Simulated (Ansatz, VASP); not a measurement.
HfN: VASP beside Ansatz

```
Hf N
1.0
     0.00000    2.22847    2.22847
     2.22847    0.00000    2.22847
     2.22847    2.22847    0.00000
Hf N
1 1
Cartesian
  0.0000 0.0000 0.0000
  2.2285 2.2285 2.2285
```

Change from the starting cell: volume scaled by 0.96.

Alike in both runs: task single point; functional PBEsol; k mesh 10 × 10 × 10; occupations fermi-dirac, width 0.01 eV; no spin polarisation.

|  | VASP | Ansatz |
| --- | --- | --- |
| version | VASP 6.6.1 | Ansatz 0.2.0 |
| potentials or method | VASP PAW PBE potentials, release 64 (Hf_pv, N), cutoff 600 eV | all-electron LAPW, scalar-relativistic |

```tsv
	VASP	Ansatz	Ansatz less VASP
pressure (GPa)	6.8	9.1	+2.37
```

VASP's potentials were made for PBE, not for PBEsol. Ansatz ran all-electron here, and VASP with PAW potentials.

Neither program's run includes spin-orbit coupling.
